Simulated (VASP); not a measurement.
Set up this calculation in VASP 6.6.1, as the native input.

| Quantity | Value |
| --- | --- |
| Task | relaxation of the atoms |
| Functional | PBE |
| Potentials or basis | VASP PAW PBE potentials, release 64 (Ti_sv, H) |
| Cutoff | 520 eV |
| k mesh | 9 × 9 × 1 |
| Occupations | gaussian, width 0.1 eV |
| Spin | no spin polarisation |
| Dipole correction | yes |
| Atoms held fixed (from 0) | [0, 1, 2, 3, 4] |
| Further INCAR settings | ALGO = Fast; EDIFF = 1e-06; IBRION = 2; EDIFFG = -0.025; NSW = 36 |
| Atoms held along some axes (from 0) | atom 5 along a and b |

The structure of Ti5H lies in POSCAR:

```
Ti5H
1.0
    2.9381632086      0.0000000000      0.0000000000
   -1.4690816043      2.5445239791      0.0000000000
    0.0000000000      0.0000000000     24.7117068140
Ti H
5 1
Selective dynamics
Direct
    0.6666666667      0.3333333333      0.1618666015  F F F
    0.3333333333      0.6666666667      0.2559609806  F F F
    0.6666666667      0.3333333333      0.3506708119  F F F
    0.3333333333      0.6666666667      0.4475655916  F F F
    0.6666666667      0.3333333333      0.5346335206  F F F
    1.0000000000      0.5000000000      0.5963472959  F F T
```

The input as run:

INCAR

```
ALGO = Fast ; DIPOL = 0.5 0.5 0.391
EDIFF = 1E-6 ; EDIFFG = -0.025
ENCUT = 520 ; GGA = PE
IBRION = 2 ; IDIPOL = 3
ISIF = 2 ; ISMEAR = 0
LASPH = True ; LCHARG = False
LDIPOL = True ; LREAL = False
LWAVE = False ; NELM = 60
NSW = 36 ; PREC = Accurate
SIGMA = 0.1
```

KPOINTS

```
k-points
0
Gamma
  9 9 1
```

Potentials or basis: VASP PAW PBE potentials, release 64 (Ti_sv, H).

Command:

```console
$ cat potpaw_PBE.64/Ti_sv/POTCAR potpaw_PBE.64/H/POTCAR > POTCAR
$ mpirun -np 1 vasp_std > vasp.out
```

Results of the run:

```
Energy gained by relaxing : 0.2 meV/atom
Ionic steps               : 3
Band gap on the k mesh    : zero (an odd number of electrons rules out a gap without spin polarisation)
```

Wall time 26 min on 1 thread of Oxide Virtual Turin-like Processor, with other jobs on the host, peak memory 0.38 GiB.
